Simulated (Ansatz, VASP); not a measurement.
**One calculation of AlRu, two programs**

```xyz
2
Lattice="2.9916 0.0000 0.0000 0.0000 2.9916 0.0000 0.0000 0.0000 2.9916" Properties=species:S:1:pos:R:3 pbc="T T T"
Al    0.0000    0.0125    0.0000
Ru    1.4958    1.4958    1.4958
```

Change from the starting cell: all Al atoms moved +0.013 Å, as atom 1 along Cartesian [0 1 0].

Alike in both runs: task single point; functional PBE; k mesh 16 × 16 × 16; occupations gaussian, width 0.15 eV; no spin polarisation.

```csv
,VASP,Ansatz
version,VASP 6.6.1,Ansatz 0.2.0
potentials or method,"VASP PAW PBE potentials, release 64 (Al, Ru_pv), cutoff 520 eV","scalar-relativistic, plane waves, PAW"
valence electrons in the cell,17,19
```

```tsv
	VASP	Ansatz	Ansatz less VASP
gap on the k mesh at the Fermi level (eV)	none	none	-
pressure (GPa)	2.6	2.6	+0.02
rms of the force components (eV/Å)	0.057	0.056	-0.0004
```

Atom by atom the forces differ by 0.000 eV/Å (rms over components). A gap of «none» marks a metal or a gap that the smearing closes. VASP's potentials hold 17 valence electrons a cell and Ansatz's 19, so a difference there can come from the potentials and not from the codes.
